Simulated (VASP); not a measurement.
Ga: single point with PBE

Ga:

```
Ga
1.0
     1.43330   -4.23261   -0.01788
     1.43330    4.23261   -0.01788
    -0.16477    0.00000    3.42114
Ga
2
Cartesian
  1.3921 -3.1054 0.8374
  1.3097 3.1054 2.5480
```

```yaml
Program: VASP 6.6.1
Task: single point
Functional: PBE
Potentials_or_basis: VASP PAW PBE potentials, release 64 (Ga_d)
Cutoff: 500 eV
k_mesh: 13 × 13 × 11
Occupations: fermi-dirac, width 0.1 eV
Spin: no spin polarisation
Dipole_correction: no
Further_INCAR_settings: ALGO = Normal; EDIFF = 1e-06; NBANDS = 20
```

The pressure is -3.1 GPa. The largest force is 0.011 eV/Å and the band gap on the k mesh is zero (bands 13 and 14 overlap by 7.29 eV).

Forces in eV/Å, atoms in the order of the input:
```
Ga   0.000  0.011  0.000
Ga   0.000 -0.011  0.000
```

Stress tensor (GPa, compression positive):
```
-2.59  0.00  0.21
 0.00 -3.57  0.00
 0.21  0.00 -3.22
```

Levels at points of the mesh, in eV from the Fermi level:
```
           k point  band 9  band 10  band 11  band 12  band 13  band 14  band 15  band 16  band 17  band 18
(0.00, 0.00, 0.00)  -14.71   -14.61   -10.40    -2.12    -1.90     1.85     5.47     8.84     9.31     9.73
```

It took 4 min on 1 thread of Intel(R) Xeon(R) Platinum 8488C (Sapphire Rapids) (shared host), peak memory 0.42 GiB.

Caveat: the cell stands under tension.
